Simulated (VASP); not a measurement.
Input of a VASP 6.6.1 run:

The input INCAR:

```
SYSTEM = AlPt
ALGO = Normal ; EDIFF = 1E-7
ENCUT = 520 ; GGA = PS
ISIF = 2 ; ISMEAR = 1
LASPH = .True. ; LCHARG = .False.
LREAL = .False. ; LWAVE = .False.
NBANDS = 36 ; NELM = 60
PREC = Accurate ; SIGMA = 0.15
```

KPOINTS

```
k-points
0
Gamma
  6 6 6
  0 0 0
```

The input POSCAR:

```
AlPt
1.0
    4.9746216269      0.0000000000      0.0000000000
    0.0000000000      4.9746216269      0.0000000000
    0.0000000000      0.0000000000      4.9746216269
Al Pt
4 4
Direct
    0.8440320000      0.8440320000      0.8440320000
    0.6559680000      0.1559680000      0.3440320000
    0.3440320000      0.6559680000      0.1559680000
    0.1559680000      0.3440320000      0.6559680000
    0.1550630000      0.1550630000      0.1550630000
    0.3449370000      0.8449370000      0.6550630000
    0.6550630000      0.3449370000      0.8449370000
    0.8449370000      0.6550630000      0.3449370000
```

Potentials or basis: VASP PAW PBE potentials, release 64 (Al, Pt).

Command:

```sh
$ cat potpaw_PBE.64/Al/POTCAR potpaw_PBE.64/Pt/POTCAR > POTCAR
$ mpirun -np 1 vasp_std > vasp.out
```

(1) What does it give for the largest force?

(2) Predict the pressure.

(3) Predict the band gap on the k mesh.

Answers

(1) 0.047 eV/Å.

(2) -11.3 GPa.

(3) zero (bands 26 and 27 overlap by 1.17 eV).

Caveat: the cell stands under tension; the PAW data sets were made with another functional, which shifts forces and pressure a little; spin-orbit coupling is left out, which moves the levels of the heavy elements.
